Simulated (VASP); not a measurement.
Runs of VASP 6.6.1 on LiNbO. The structure is that of space group P4/mmm (No. 123), or close to it. The cells are those of the table. 

```tsv
task	cell	k mesh	cutoff (eV)	gap on the mesh (eV)	pressure (GPa)	relaxed volume (Å³/atom)
single point	a = 3.872, b = 3.872, c = 3.875 Å, 3 atoms	6 × 6 × 4	520	none	-	-
single point	a = 3.866, b = 3.866, c = 3.874 Å, 3 atoms	12 × 12 × 12	520	none	-	-
relaxation of cell and atoms	relaxed from a = 3.872, b = 3.872, c = 3.875 Å, 3 atoms	12 × 12 × 12	600	none	0.0	(a)
relaxation of cell and atoms	relaxed from a = 2.850, b = 2.850, c = 4.003 Å, 3 atoms	6 × 6 × 4	600	none	0.1	17.35
```

Alike in all rows: level PBE; potentials or basis VASP PAW PBE potentials, release 64 (Li_sv, Nb_sv, O); no spin polarisation; smearing gaussian 0.1 eV.

Question: Estimate the missing entries.

Answer: (a) 19.20.

Caveats: some runs use coarse meshes; the cutoff is under 1.25 times the usual one of these potentials, so pressure, stress and relaxed cells hold a basis-set (Pulay) error; the volume moved by over 15 % at a fixed basis, so the end points are rough (some runs).

A k mesh can miss the band edges, and the runs leave out spin-orbit coupling on Nb.

A gap of «none» marks levels without a gap at the run's occupations.
